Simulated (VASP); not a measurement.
# TiH in VASP: single point with PBEsol

Aim: the single point of TiH with PBEsol.

Program: VASP 6.6.1. These are calculated values, not measurements. Logs are shortened: lines on timing, memory, paths and dates and some standing lists are left out, and cuts for length are marked.

## (1) The cell of the first run

The cell holds a slab with vacuum, 4 atoms: a = 2.955 Å, b = 2.955 Å, c = 18.619 Å, α = 90.00°, β = 90.00°, γ = 120.00°.

## (2) Single point, PBEsol

Contents of INCAR:

```
ALGO = Normal ; DIPOL = 0.5 0.5 0.500
EDIFF = 1E-6 ; ENCUT = 400
GGA = PS ; GGA_COMPAT = False
IDIPOL = 3 ; ISIF = 2
ISMEAR = -1 ; LASPH = True
LCHARG = False ; LDIPOL = True
LREAL = False ; LWAVE = False
NBANDS = 21 ; NELM = 120
NELMDL = -8 ; PREC = Accurate
SIGMA = 0.1
```

Contents of KPOINTS:

```
k-points
0
Gamma
  7 7 1
```

Contents of POSCAR:

```
TiH
1.0
    2.9552780000      0.0000000000      0.0000000000
   -1.4776390000      2.5593458232      0.0000000000
    0.0000000000      0.0000000000     18.6194615740
Ti H
2 2
Direct
    0.0000000000      0.0000000000      0.4028043437
    0.6666666667      0.3333333333      0.5323985521
    0.3333333333      0.6666666667      0.4676014479
    0.0000000000      0.0000000000      0.5971956563
```

Potentials or basis: VASP PAW PBE potentials, release 64 (Ti_sv, H).

Launch:

```bash
$ cat potpaw_PBE.64/Ti_sv/POTCAR potpaw_PBE.64/H/POTCAR > POTCAR
$ mpirun -np 1 vasp_std > vasp.out
```

OUTCAR:

```text
EDIFF = 1E-6
   ENCUT = 400
   GGA = PS
   ISIF = 2
   ISMEAR = -1
   LASPH = True
   LREAL = False
   NELM = 120
   NELMDL = -8
   PREC = Accurate

 ion  position               nearest neighbor table
   1  0.000  0.000  0.403-
   2  0.667  0.333  0.532-
   3  0.333  0.667  0.468-
   4  0.000  0.000  0.597-

  LATTYP: Found a hexagonal cell.
 ALAT       =     2.9552780000
 C/A-ratio  =     6.3004094958

  Lattice vectors:

 A1 = (   2.9552780000,   0.0000000000,   0.0000000000)
 A2 = (  -1.4776390000,   2.5593458232,   0.0000000000)
 A3 = (   0.0000000000,   0.0000000000,  18.6194615740)

Analysis of symmetry for initial positions (statically):
=====================================================================
 Subroutine PRICEL returns:
 Original cell was already a primitive cell.

 Routine SETGRP: Setting up the symmetry group for a
 hexagonal supercell.

 Subroutine GETGRP returns: Found  6 space group operations
 (whereof  6 operations were pure point group operations)
 out of a pool of 24 trial point group operations.

The static configuration has the point symmetry C_3v.

Analysis of symmetry for dynamics (positions and initial velocities):
=====================================================================
 Subroutine PRICEL returns:
 Original cell was already a primitive cell.

 Routine SETGRP: Setting up the symmetry group for a
 hexagonal supercell.

 Subroutine GETGRP returns: Found  6 space group operations
 (whereof  6 operations were pure point group operations)
 out of a pool of 24 trial point group operations.

The dynamic configuration has the point symmetry C_3v.

 Subroutine INISYM returns: Found  6 space group operations
 (whereof  6 operations are pure point group operations),
 and found     1 'primitive' translations

----------------------------------------------------------------------------------------

                                     Primitive cell

  volume of cell :     140.8298

  direct lattice vectors                    reciprocal lattice vectors
     2.955278000  0.000000000  0.000000000     0.338377642  0.195362422  0.000000000
    -1.477639000  2.559345823  0.000000000     0.000000000  0.390724845  0.000000000
     0.000000000  0.000000000 18.619461574     0.000000000  0.000000000  0.053707246

  length of vectors
     2.955278000  2.955278000 18.619461574     0.390724845  0.390724845  0.053707246

  position of ions in fractional coordinates (direct lattice)
[... 72 lines left out ...]
   ISIF   =      2    stress and relaxation
   ISYM   =      2    0-nonsym 1-usesym 2-fastsym
   POTIM  = 0.5000    time-step for ionic-motion
   TEBEG  =    0.0;   TEEND  =   0.0 temperature during run
   PSTRESS=    0.0 pullay stress
   NELECT =      26.0000    total number of electrons
   NUPDOWN=      -1.0000    fix difference up-down
   EMIN   =  10.00;   EMAX   =-10.00  energy-range for DOS
   EFERMI =   0.00;   METHOD = LEGACY
   ISMEAR =    -1;   SIGMA  =   0.10  broadening in eV -4-tet -1-fermi 0-gaus
   EFERMI_NEDOS =   21; number of points for ismear=-14 and -15
   IALGO  =     38    algorithm
   IMIX   =      4    mixing-type and parameters
     AMIX     =   0.40;   BMIX     =  1.00
     AMIX_MAG =   1.60;   BMIX_MAG =  1.00
  volume/ion in A,a.u.               =      35.21       237.59
  Fermi-wavevector in a.u.,A,eV,Ry     =   0.932183  1.761570 11.822986  0.868965
  Thomas-Fermi vector in A             =   2.058754
   LORBIT       =      0    0 simple, 1 ext, 2 COOP (PROOUT), +10 PAW based schemes
   GGA     = PS    functional components
   LHFCALC =     F    Hartree Fock is set to
   AEXX    =    0.0000 exact exchange contribution
   IVDW    =     0    specifies the selected vdW correction
   LEPSILON=     F    determine dielectric tensor
   LRPA    =     F    only Hartree local field effects (RPA)
 non-spin polarized calculation
  energy-cutoff  :      400.00
  volume of cell :      140.83
 maximum number of plane-waves:      2583
 NGX is ok and might be reduce to    20
   NGX =  9   NGY =  9   NGZ = 61

 dipolmoment           0.000000      0.000000     -0.088369 electrons x Angstroem

 number of electron      26.0000005 magnetization

 dipolmoment           0.000000      0.000000      0.012542 electrons x Angstroem

 Free energy of the ion-electron system (eV)
  ---------------------------------------------------
  ext. energy  EPLUGINS =         0.00000000
  ---------------------------------------------------
  free energy    TOTEN  =       -23.06225773 eV

  energy without entropy =      -22.87502281  energy(sigma->0) =      -22.96864027

 E-fermi :  -1.0910     XC(G=0):  -4.2271

 val. band max:       -1.1262906868   @ k =   0.4286   0.0000   0.0000
 cond. band min:      -1.0840578496   @ k =   0.4286   0.1429   0.0000
 fundamental gap:      0.0422328372
 Fermi energy:        -1.0910308100

 k-point     1 :       0.0000    0.0000    0.0000
  band No.  band energies     occupation
      1     -57.8716      2.00000
      2     -57.8120      2.00000
      3     -34.4244      2.00000
      4     -34.1151      2.00000
      5     -33.9565      2.00000
      6     -33.9565      2.00000
[... 181 lines left out ...]
     20       3.2826      0.00000
     21       4.7444      0.00000

------------------------ aborting loop because EDIFF is reached ----------------------------------------

 vacuum level on the upper side and lower side of the slab       (xc-potential included)        -0.051        -0.348

  FORCE on cell =-STRESS in cart. coord.  units (eV):
  Direction    XX          YY          ZZ          XY          YZ          ZX
  --------------------------------------------------------------------------------------
  -------------------------------------------------------------------------------------
  Total       -3.5265427     -3.5265427     -2.1826842      0.0000000      0.0000000      0.0000000
  in kB      -40.1204039    -40.1204039    -24.8317349      0.0000000      0.0000000      0.0000000
  external PRESSURE =     -35.0241809 kB  Pullay stress =       0.0000000 kB

 VOLUME and BASIS-vectors are now :
 -----------------------------------------------------------------------------
  energy-cutoff  :      400.00
  volume of cell :      140.83
      direct lattice vectors                 reciprocal lattice vectors
     2.955278000  0.000000000  0.000000000     0.338377642  0.195362422  0.000000000
    -1.477639000  2.559345823  0.000000000     0.000000000  0.390724845  0.000000000
     0.000000000  0.000000000 18.619461574     0.000000000  0.000000000  0.053707246

 POSITION                                       TOTAL-FORCE (eV/Angst)
 -----------------------------------------------------------------------------------
      0.00000      0.00000      7.50000         0.000000      0.000000      0.271915
      1.47764      0.85312      9.91297        -0.000000      0.000000      0.398066
     -0.00000      1.70623      8.70649         0.000000      0.000000      0.194388
      0.00000      0.00000     11.11946         0.000000      0.000000     -0.864369
 -----------------------------------------------------------------------------------
    total drift:                               -0.000001      0.000000      0.000162

  FREE ENERGIE OF THE ION-ELECTRON SYSTEM (eV)
  ---------------------------------------------------
  free  energy   TOTEN  =       -23.0622577293 eV

  energy  without entropy=      -22.8750228087  energy(sigma->0) =      -22.96864027

 vacuum level on the upper side and lower side of the slab         3.588         3.262
```

OSZICAR:

```text
N       E                     dE             d eps       ncg     rms          rms(c)
DAV:   1     0.230951957122E+03    0.23095E+03   -0.12591E+04   392   0.968E+02
DAV:   2     0.382295646283E+01   -0.22713E+03   -0.22237E+03   364   0.336E+02
DAV:   3    -0.237060255187E+02   -0.27529E+02   -0.27318E+02   659   0.998E+01
[... 19 lines left out ...]
DAV:  23    -0.230621874972E+02   -0.37362E-04   -0.45904E-06   360   0.143E-02    0.285E-03
DAV:  24    -0.230622339104E+02   -0.46413E-04   -0.65662E-06   326   0.108E-02    0.198E-03
DAV:  25    -0.230622539224E+02   -0.20012E-04   -0.32054E-06   339   0.110E-02    0.250E-03
DAV:  26    -0.230622571112E+02   -0.31887E-05   -0.99585E-07   293   0.694E-03    0.574E-04
DAV:  27    -0.230622577293E+02   -0.61813E-06   -0.65649E-08   213   0.224E-03
   1 F= -.23062258E+02 E0= -.22968640E+02  d E =-.187235E+00
```

Run time: 43 s. Hardware: 1 thread of Intel Xeon Platinum 8375C at 2.90GHz (Ice Lake), shared host; peak memory 0.21 GiB.

What came out:

```
Free energy            : -23.0623 eV
Largest force          : 0.864 eV/Å
Band gap on the k mesh : zero (bands 13 and 14 overlap by 0.09 eV)
```

Forces in eV/Å, atoms in the order of the input:
```
Ti   0.000  0.000  0.272
Ti   0.000  0.000  0.398
H    0.000  0.000  0.194
H    0.000  0.000 -0.864
```

Caveat: the PAW data sets were made with another functional, which shifts forces and pressure a little.
